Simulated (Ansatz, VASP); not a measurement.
One calculation of Ti3H, two programs

```
Ti H
1.0
     0.00000    3.06479    3.06479
     3.06479    0.00000    3.06479
     3.06479    3.06479    0.00000
Ti H
3 1
Direct
  0.25000 0.25000 0.25000
  0.75000 0.75000 0.75000
  0.50000 0.50000 0.50000
  0.00000 0.00000 0.00000
```

Change from the starting cell: species swapped into the Ta3Re type (Fm-3m, No. 225).

Alike in both runs: functional PBE; k mesh 6 × 6 × 6; occupations gaussian, width 0.1 eV; no spin polarisation.

Ansatz relaxed the structure, and its values are those at the end. VASP's run is a single point on that final structure, the one shown.

|  | VASP | Ansatz |
| --- | --- | --- |
| version | VASP 6.6.1 | Ansatz 0.2.0 |
| potentials or method | VASP PAW PBE potentials, release 64 (Ti_sv, H), cutoff 520 eV | scalar-relativistic, plane waves, PAW |
| valence electrons in the cell | 37 | 37 |

```csv
,VASP,Ansatz,Ansatz less VASP
gap on the k mesh at the Fermi level (eV),none,none,-
pressure (GPa),-0.1,0.2,+0.27
```

A gap of «none» marks a metal or a gap that the smearing closes.
